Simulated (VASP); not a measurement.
# Mg (P6_3/mmc) in VASP: further runs

Mg is run at these levels: r2SCAN; tasks: single point, relaxation of cell and atoms.

All numbers are computed with VASP 6.6.1; they aren't measurements. Logs are shortened: lines on timing, memory, paths and dates and some standing lists are left out, and cuts for length are marked.

## 1. The cell of the first run

The structure is hexagonal, space group P6_3/mmc (No. 194). Conventional cell: a = 3.195 Å, b = 3.195 Å, c = 5.108 Å, α = 90.00°, β = 90.00°, γ = 120.00°. Mg (site symmetry -6m2) has 12 Mg at 3.15 to 3.20 Å within 4.1 Å.

## 2. Single point, r2SCAN

File POSCAR:

```
Mg
1.0
    3.1950252653      0.0000000000      0.0000000000
   -1.5975126327      2.7669730455      0.0000000000
    0.0000000000      0.0000000000      5.1077693999
Mg
2
Direct
    0.3333333333      0.6666666667      0.2500000000
    0.6666666667      0.3333333333      0.7500000000
```

File INCAR.step1:

```
  PREC = Accurate
  ENCUT = 520
  ISMEAR = 0
  SIGMA = 0.1
  LREAL = F
  LASPH = T
  NELM = 60
  NBANDS = 9
  GGA = PE
  ALGO = Normal
  EDIFF = 1E-4
  LWAVE = T
  LCHARG = F
```

File INCAR.step2:

```
  PREC = Accurate
  ENCUT = 520
  EDIFF = 1E-6
  ISMEAR = 0
  SIGMA = 0.1
  LREAL = F
  LASPH = T
  NELM = 60
  ALGO = Normal
  ISIF = 2
  LWAVE = F
  LCHARG = F
  METAGGA = R2SCAN
  LMIXTAU = T
  NBANDS = 9
  ISTART = 1
```

File KPOINTS:

```
Automatic mesh
0
Gamma
  15 15 8
```

Potentials or basis: VASP PAW PBE potentials, release 64 (Mg).

Command:

```console
> cat potpaw_PBE.64/Mg/POTCAR > POTCAR
> cp INCAR.step1 INCAR
> mpirun -np 1 vasp_std > vasp.out
> cp INCAR.step2 INCAR
> mpirun -np 1 vasp_std > vasp.out
```

OUTCAR:

```text
PREC = Accurate
   ENCUT = 520
   EDIFF = 1E-6
   ISMEAR = 0
   LREAL = F
   LASPH = T
   NELM = 60
   ISIF = 2
   METAGGA = R2SCAN
   ISTART = 1

 ion  position               nearest neighbor table
   1  0.333  0.667  0.250-   2 3.15   2 3.15   2 3.15   2 3.15   2 3.15   2 3.15
   2  0.667  0.333  0.750-   1 3.15   1 3.15   1 3.15   1 3.15   1 3.15   1 3.15

  LATTYP: Found a hexagonal cell.
 ALAT       =     3.1950252653
 C/A-ratio  =     1.5986632267

  Lattice vectors:

 A1 = (   3.1950252653,   0.0000000000,   0.0000000000)
 A2 = (  -1.5975126327,   2.7669730455,   0.0000000000)
 A3 = (   0.0000000000,   0.0000000000,   5.1077693999)

Analysis of symmetry for initial positions (statically):
=====================================================================
 Subroutine PRICEL returns:
 Original cell was already a primitive cell.

 Routine SETGRP: Setting up the symmetry group for a
 hexagonal supercell.

 Subroutine GETGRP returns: Found 24 space group operations
 (whereof 12 operations were pure point group operations)
 out of a pool of 24 trial point group operations.

The static configuration has the point symmetry D_3d.
 The point group associated with its full space group is D_6h.

Analysis of symmetry for dynamics (positions and initial velocities):
=====================================================================
 Subroutine PRICEL returns:
 Original cell was already a primitive cell.

 Routine SETGRP: Setting up the symmetry group for a
 hexagonal supercell.

 Subroutine GETGRP returns: Found 24 space group operations
 (whereof 12 operations were pure point group operations)
 out of a pool of 24 trial point group operations.

The dynamic configuration has the point symmetry D_3d.
 The point group associated with its full space group is D_6h.

 Subroutine INISYM returns: Found 24 space group operations
 (whereof 12 operations are pure point group operations),
 and found     1 'primitive' translations

----------------------------------------------------------------------------------------

                                     Primitive cell

  volume of cell :      45.1555

  direct lattice vectors                    reciprocal lattice vectors
     3.195025265  0.000000000  0.000000000     0.312986570  0.180702881  0.000000000
    -1.597512633  2.766973045  0.000000000     0.000000000  0.361405761  0.000000000
     0.000000000  0.000000000  5.107769400     0.000000000  0.000000000  0.195780178

  length of vectors
     3.195025265  3.195025265  5.107769400     0.361405761  0.361405761  0.195780178

  position of ions in fractional coordinates (direct lattice)
     0.333333333  0.666666667  0.250000000
     0.666666667  0.333333333  0.750000000

  ion indices of the primitive-cell ions
   primitive index   ion index
                 1           1
                 2           2

----------------------------------------------------------------------------------------

 KPOINTS: Automatic mesh

Automatic generation of k-mesh.
 Grid dimensions read from file:
 generate k-points for:   15   15    8

 Generating k-lattice:

  Cartesian coordinates                     Fractional coordinates (reciprocal lattice)
     0.020865771  0.012046859  0.000000000     0.066666667  0.000000000  0.000000000
     0.000000000  0.024093717  0.000000000     0.000000000  0.066666667  0.000000000
     0.000000000  0.000000000  0.024472522     0.000000000  0.000000000  0.125000000

  Length of vectors
     0.024093717  0.024093717  0.024472522

  Shift w.r.t. Gamma in fractional coordinates (k-lattice)
     0.000000000  0.000000000  0.000000000

 Subroutine IBZKPT returns following result:
 ===========================================

 Found    135 irreducible k-points:

 Following reciprocal coordinates:
            Coordinates               Weight
  0.000000  0.000000  0.000000      1.000000
  0.066667  0.000000  0.000000      6.000000
  0.133333  0.000000  0.000000      6.000000
  0.200000  0.000000  0.000000      6.000000
  0.266667  0.000000  0.000000      6.000000
  0.333333  0.000000  0.000000      6.000000
[... 16 lines left out ...]
  0.333333  0.200000  0.000000     12.000000
  0.400000  0.200000  0.000000      6.000000
 [... further k-points ...]
   k-points           NKPTS =    135   k-points in BZ     NKDIM =    135   number of bands    NBANDS=      9
   number of dos      NEDOS =    301   number of ions     NIONS =      2
   total plane-waves  NPLWV =  23040
   dimension x,y,z NGX =    24 NGY =   24 NGZ =   40
   dimension x,y,z NGXF=    48 NGYF=   48 NGZF=   80
   ions per type =               2
   NGX,Y,Z   is equivalent  to a cutoff of  12.49, 12.49, 13.02 a.u.
   NGXF,Y,Z  is equivalent  to a cutoff of  24.98, 24.98, 26.04 a.u.
 SYSTEM =  unknown system
   PREC   = accura    normal or accurate (medium, high low for compatibility)
   ISTART =      1    job   : 0-new  1-cont  2-samecut
   ICHARG =      0    charge: 1-file 2-atom 10-const
[... 31 lines left out ...]
   METAGGA = R2SCAN    functional components
   LHFCALC =     F    Hartree Fock is set to
   AEXX    =    0.0000 exact exchange contribution
   IVDW    =     0    specifies the selected vdW correction
   LEPSILON=     F    determine dielectric tensor
   LRPA    =     F    only Hartree local field effects (RPA)
 non-spin polarized calculation
 Gauss-broadening in eV      SIGMA  =   0.10
  energy-cutoff  :      520.00
  volume of cell :       45.16
 maximum number of plane-waves:      1242
 NGX is ok and might be reduce to    24
   NGX = 11   NGY = 11   NGZ = 19

 number of electron       4.0000000 magnetization

 Free energy of the ion-electron system (eV)
  ---------------------------------------------------
  ext. energy  EPLUGINS =         0.00000000
  ---------------------------------------------------
  free energy    TOTEN  =        -8.29980294 eV

  energy without entropy =       -8.29597731  energy(sigma->0) =       -8.29789012

 E-fermi :   2.7335     XC(G=0):  -9.0922

 val. band max:        2.7138253872   @ k =   0.1333   0.1333   0.0000
 cond. band min:       2.7916206262   @ k =   0.2000   0.0667   0.0000
 fundamental gap:      0.0777952390
 Fermi energy:         2.7334570504

 k-point     1 :       0.0000    0.0000    0.0000
  band No.  band energies     occupation
      1      -4.7284      2.00000
      2       0.8910      2.00000
      3       1.6885      2.00000
      4      14.3610      0.00000
      5      14.3611      0.00000
      6      14.5131      0.00000
      7      14.5131      0.00000
      8      15.4965      0.00000
      9      17.1804      0.00000

 k-point     2 :       0.0667    0.0000    0.0000
  band No.  band energies     occupation
      1      -4.6352      2.00000
      2       0.9769      2.00000
      3       1.7769      2.00000
      4      12.4954      0.00000
      5      13.3480      0.00000
      6      14.2129      0.00000
      7      15.6509      0.00000
      8      16.4285      0.00000
      9      17.5095      0.00000

 k-point     3 :       0.1333    0.0000    0.0000
  band No.  band energies     occupation
      1      -4.3559      2.00000
      2       1.2346      2.00000
      3       2.0394      2.00000
      4      10.3161      0.00000
      5      12.4121      0.00000
      6      13.1916      0.00000
      7      15.4064      0.00000
      8      16.3226      0.00000
      9      16.8212      0.00000

 k-point     4 :       0.2000    0.0000    0.0000
  band No.  band energies     occupation
      1      -3.8923      2.00000
      2       1.6645      2.00000
      3       2.4650      1.99985
      4       8.2376      0.00000
      5      11.6308      0.00000
      6      12.1033      0.00000
      7      13.3159      0.00000
      8      15.0118      0.00000
      9      16.4999      0.00000
[... 205 lines left out ...]
 k-point    22 :       0.2667    0.2000    0.0000
  band No.  band energies     occupation
      1      -1.3371      2.00000
      2       3.6421      0.00000
      3       4.0763      0.00000
      4       4.6977      0.00000
      5       6.1813      0.00000
      6       9.2398      0.00000
      7      10.5940      0.00000
      8      10.6680      0.00000
      9      12.2093      0.00000

 k-point    23 :       0.3333    0.2000    0.0000
  band No.  band energies     occupation
      1      -0.2654      2.00000
      2       2.3319      2.00000
      3       4.6843      0.00000
      4       5.1083      0.00000
      5       6.5550      0.00000
      6       7.7166      0.00000
      7       9.3645      0.00000
      8      10.3735      0.00000
      9      11.9076      0.00000

 k-point    24 :       0.4000    0.2000    0.0000
  band No.  band energies     occupation
      1       0.8858      2.00000
      2       1.0497      2.00000
      3       4.6827      0.00000
      4       6.1659      0.00000
      5       6.4903      0.00000
      6       6.9717      0.00000
      7       8.7021      0.00000
      8      10.2799      0.00000
      9      11.8139      0.00000

 [... further k-points ...]

------------------------ aborting loop because EDIFF is reached ----------------------------------------

  FORCE on cell =-STRESS in cart. coord.  units (eV):
  Direction    XX          YY          ZZ          XY          YZ          ZX
  --------------------------------------------------------------------------------------
  -------------------------------------------------------------------------------------
  Total       -0.0872421     -0.0872421     -0.0917503      0.0000000      0.0000000      0.0000000
  in kB       -3.0954655     -3.0954655     -3.2554246      0.0000000      0.0000000      0.0000000
  external PRESSURE =      -3.1487852 kB  Pullay stress =       0.0000000 kB

 VOLUME and BASIS-vectors are now :
 -----------------------------------------------------------------------------
  energy-cutoff  :      520.00
  volume of cell :       45.16
      direct lattice vectors                 reciprocal lattice vectors
     3.195025265  0.000000000  0.000000000     0.312986570  0.180702881  0.000000000
    -1.597512633  2.766973045  0.000000000     0.000000000  0.361405761  0.000000000
     0.000000000  0.000000000  5.107769400     0.000000000  0.000000000  0.195780178

 POSITION                                       TOTAL-FORCE (eV/Angst)
 -----------------------------------------------------------------------------------
     -0.00000      1.84465      1.27694        -0.000000      0.000000      0.000000
      1.59751      0.92232      3.83083         0.000000     -0.000000      0.000000
 -----------------------------------------------------------------------------------
    total drift:                                0.000000     -0.000000      0.000000

  FREE ENERGIE OF THE ION-ELECTRON SYSTEM (eV)
  ---------------------------------------------------
  free  energy   TOTEN  =        -8.2998029371 eV

  energy  without entropy=       -8.2959773052  energy(sigma->0) =       -8.29789012
```

Run time: 40 s. Hardware: 1 thread of Intel Xeon 6975P-C (Granite Rapids), shared host; peak memory 0.2 GiB.

What came out:

```
Free energy            : -8.2998 eV
Pressure               : -0.3 GPa
Band gap on the k mesh : zero (bands 2 and 3 overlap by 1.95 eV)
```

Levels at points of the mesh, in eV from the Fermi level:
| k point | band 1 | band 2 | band 3 | band 4 | band 5 |
| --- | --- | --- | --- | --- | --- |
| (0.00, 0.00, 0.00) | -7.46 | -1.84 | -1.04 | 11.63 | 11.63 |
| (0.00, 0.00, 0.50) | -5.93 | -5.93 | 5.70 | 5.70 | 12.40 |

Caveat: the PAW data sets were made with another functional, which shifts forces and pressure a little.

## 3. Single point, r2SCAN

This run uses another cell than the first one, of 22.64 Å³/atom.

File POSCAR:

```
Mg
1.0
    3.1919455194      0.0000000000      0.0000000000
   -1.5959727597      2.7643059072      0.0000000000
    0.0000000000      0.0000000000      5.1323785149
Mg
2
Direct
    0.3333333333      0.6666666667      0.2500000000
    0.6666666667      0.3333333333      0.7500000000
```

File INCAR.step1:

```
  PREC = Accurate
  ENCUT = 520
  ISMEAR = -1
  SIGMA = 0.15
  LREAL = False
  LASPH = True
  NELM = 80
  NBANDS = 9
  GGA = PE
  ALGO = Normal
  EDIFF = 1E-4
  LWAVE = True
  LCHARG = False
```

File INCAR.step2:

```
  PREC = Accurate
  ENCUT = 520
  EDIFF = 1E-6
  ISMEAR = -1
  SIGMA = 0.15
  LREAL = False
  LASPH = True
  NELM = 80
  ALGO = Normal
  ISIF = 2
  LWAVE = False
  LCHARG = False
  METAGGA = R2SCAN
  LMIXTAU = True
  NBANDS = 9
  ISTART = 1
```

File KPOINTS:

```
regular mesh
0
Gamma
  15 15 8
```

Potentials or basis: VASP PAW PBE potentials, release 64 (Mg).

Command:

```console
> cat potpaw_PBE.64/Mg/POTCAR > POTCAR
> cp INCAR.step1 INCAR
> mpirun -np 1 vasp_std > vasp.out
> cp INCAR.step2 INCAR
> mpirun -np 1 vasp_std > vasp.out
```

Wall time 41 s (1 thread of Intel Xeon 6975P-C (Granite Rapids), shared host); peak memory 0.2 GiB.

The run converged. Its results:

* Free energy: -8.3243 eV
* Pressure: -0.3 GPa
* Band gap on the k mesh: zero (bands 2 and 3 overlap by 2.02 eV)

Levels at points of the mesh, in eV from the Fermi level:
```csv
k point,band 1,band 2,band 3,band 4,band 5,band 6
"(0.00, 0.00, 0.00)",-7.45,-1.87,-1.10,11.67,11.67,11.84
"(0.00, 0.00, 0.50)",-5.94,-5.94,5.59,5.59,12.45,12.45
```

Caveat: the PAW data sets were made with another functional, which shifts forces and pressure a little.

## 4. Relaxation of cell and atoms, r2SCAN

File POSCAR:

```
Mg
1.0
    3.1950252653      0.0000000000      0.0000000000
   -1.5975126327      2.7669730455      0.0000000000
    0.0000000000      0.0000000000      5.1077693999
Mg
2
Direct
    0.3333333333      0.6666666667      0.2500000000
    0.6666666667      0.3333333333      0.7500000000
```

File INCAR.step1:

```
ALGO = Normal ; EDIFF = 1E-4
ENCUT = 600 ; GGA = PE
ISMEAR = -1 ; LASPH = T
LCHARG = F ; LREAL = F
LWAVE = T ; NELM = 60
PREC = Accurate ; SIGMA = 0.15
```

File INCAR.step2:

```
ALGO = Normal ; EDIFF = 1E-6
EDIFFG = -0.001 ; ENCUT = 600
IBRION = 2 ; ISIF = 3
ISMEAR = -1 ; ISTART = 1
LASPH = T ; LCHARG = F
LMIXTAU = T ; LREAL = F
LWAVE = F ; METAGGA = R2SCAN
NELM = 60 ; NSW = 80
PREC = Accurate ; SIGMA = 0.15
```

File KPOINTS:

```
k-points
0
Gamma
  15 15 8
```

Command:

```console
> cat potpaw_PBE.64/Mg/POTCAR > POTCAR
> cp INCAR.step1 INCAR
> mpirun -np 1 vasp_std > vasp.out
> cp INCAR.step2 INCAR
> mpirun -np 1 vasp_std > vasp.out
```

It took 2.9 min on 1 thread of Intel Xeon 6975P-C (Granite Rapids), shared host; peak memory 0.22 GiB.

Results (log left out):

* Free energy: -8.3250 eV
* Relaxed volume: 22.46 Å³/atom
* Relaxed cell: a = 3.183 Å, b = 3.183 Å, c = 5.118 Å, α = 90.00°, β = 90.00°, γ = 120.00°
* Space group after relaxing (to 0.1 Å): P6_3/mmc (No. 194)
* Energy gained by relaxing: 0.2 meV/atom
* Ionic steps: 6
* Pressure after relaxing: 0.0 GPa
* Band gap on the k mesh: zero (bands 2 and 3 overlap by 2.02 eV)

Step by step:
| step | energy change (eV) | largest force (eV/Å) | pressure (GPa) | volume (Å³) |
| --- | --- | --- | --- | --- |
| 1 | 0.0000 | 0.0000 | -0.21 | 45.16 |
| 2 | -0.0003 | 0.0000 | -0.04 | 44.96 |
| 3 | -0.0003 | 0.0000 | 0.03 | 44.89 |
| 4 | -0.0003 | 0.0000 | 0.05 | 44.86 |
| 5 | -0.0003 | 0.0000 | 0.02 | 44.89 |
| 6 | -0.0004 | 0.0000 | 0.00 | 44.92 |

Final structure:
```xyz
2
Lattice="3.1834 0.0000 0.0000 -1.5917 2.7569 0.0000 0.0000 0.0000 5.1182" Properties=species:S:1:pos:R:3 pbc="T T T"
Mg    0.0000    1.8379    1.2795
Mg    1.5917    0.9190    3.8386
```

Levels at points of the mesh, in eV from the Fermi level:
```csv
k point,band 1,band 2,band 3,band 4,band 5,band 6
"(0.00, 0.00, 0.00)",-7.49,-1.89,-1.10,11.72,11.72,11.90
"(0.00, 0.00, 0.50)",-5.97,-5.97,5.62,5.62,12.50,12.50
```

Caveat: the PAW data sets were made with another functional, which shifts forces and pressure a little.

## 5. Relaxation of cell and atoms, r2SCAN

This run uses another cell than the first one, of 23.24 Å³/atom.

File POSCAR:

```
Mg
1.0
    3.2093000000      0.0000000000      0.0000000000
   -1.6046500000      2.7793353300      0.0000000000
    0.0000000000      0.0000000000      5.2103000000
Mg
2
Direct
    0.3333333300      0.6666666700      0.2500000000
    0.6666666700      0.3333333300      0.7500000000
```

File INCAR.step1:

```
  PREC = Accurate
  ENCUT = 600
  ISMEAR = 0
  SIGMA = 0.1
  LREAL = False
  LASPH = True
  NELM = 80
  GGA = PE
  ALGO = Normal
  EDIFF = 1E-4
  LWAVE = True
  LCHARG = False
```

File INCAR.step2:

```
  PREC = Accurate
  ENCUT = 600
  EDIFF = 1E-6
  ISMEAR = 0
  SIGMA = 0.1
  LREAL = False
  LASPH = True
  NELM = 80
  ALGO = Normal
  ISIF = 3
  LWAVE = False
  LCHARG = False
  METAGGA = R2SCAN
  LMIXTAU = True
  IBRION = 2
  NSW = 100
  EDIFFG = -0.002
  ISTART = 1
```

File KPOINTS:

```
Automatic mesh
0
Gamma
  15 15 8
```

Command:

```console
> cat potpaw_PBE.64/Mg/POTCAR > POTCAR
> cp INCAR.step1 INCAR
> mpirun -np 1 vasp_std > vasp.out
> cp INCAR.step2 INCAR
> mpirun -np 1 vasp_std > vasp.out
```

It took 4.1 min on 1 thread of Intel Xeon 6975P-C (Granite Rapids), shared host; peak memory 0.22 GiB.

The run converged. Its results:

* Free energy: -8.3005 eV
* Relaxed volume: 22.40 Å³/atom
* Relaxed cell: a = 3.187 Å, b = 3.187 Å, c = 5.094 Å, α = 90.00°, β = 90.00°, γ = 120.00°
* Space group after relaxing (to 0.1 Å): P6_3/mmc (No. 194)
* Energy gained by relaxing: 4.4 meV/atom
* Ionic steps: 8
* Pressure after relaxing: 0.0 GPa
* Band gap on the k mesh: zero (bands 2 and 3 overlap by 1.95 eV)

Step by step:
```tsv
step	energy change (eV)	largest force (eV/Å)	pressure (GPa)	volume (Å³)
1	0.0000	0.0000	-1.38	46.47
2	-0.0079	0.0000	-0.31	45.15
3	-0.0084	0.0000	0.04	44.75
4	-0.0084	0.0000	0.07	44.72
5	-0.0087	0.0000	0.05	44.74
6	-0.0088	0.0000	0.02	44.78
7	-0.0088	0.0000	0.02	44.77
8	-0.0088	0.0000	0.00	44.80
```

Final structure:
```
Mg
1.0
     3.18670    0.00000    0.00000
    -1.59335    2.75976    0.00000
     0.00000    0.00000    5.09376
Mg
2
Direct
  0.33333 0.66667 0.25000
  0.66667 0.33333 0.75000
```

Levels at points of the mesh, in eV from the Fermi level:
```csv
k point,band 1,band 2,band 3,band 4,band 5
"(0.00, 0.00, 0.00)",-7.50,-1.85,-1.04,11.67,11.67
"(0.00, 0.00, 0.50)",-5.96,-5.96,5.72,5.72,12.45
```

Caveat: the PAW data sets were made with another functional, which shifts forces and pressure a little.

## 6. Summary

| task | cell | cutoff (eV) | smearing | gap on the mesh (eV) | pressure (GPa) | relaxed volume (Å³/atom) |
| --- | --- | --- | --- | --- | --- | --- |
| single point | a = 3.195, b = 3.195, c = 5.108 Å, angles 90.0, 90.0, 120.0°, 2 atoms | 520 | gaussian 0.1 eV | none | -0.3 | - |
| single point | a = 3.192, b = 3.192, c = 5.132 Å, angles 90.0, 90.0, 120.0°, 2 atoms | 520 | fermi-dirac 0.15 eV | none | -0.3 | - |
| relaxation of cell and atoms | relaxed from a = 3.195, b = 3.195, c = 5.108 Å, angles 90.0, 90.0, 120.0°, 2 atoms | 600 | fermi-dirac 0.15 eV | none | 0.0 | 22.46 |
| relaxation of cell and atoms | relaxed from a = 3.209, b = 3.209, c = 5.210 Å, angles 90.0, 90.0, 120.0°, 2 atoms | 600 | gaussian 0.1 eV | none | 0.0 | 22.40 |

Alike in all rows: level r2SCAN; potentials or basis VASP PAW PBE potentials, release 64 (Mg); no spin polarisation; k mesh 15 × 15 × 8.

Caveats: the PAW data sets were made with another functional, which shifts forces and pressure a little.

Total energies depend on the potentials used, so only differences within one code and one set of settings carry meaning.
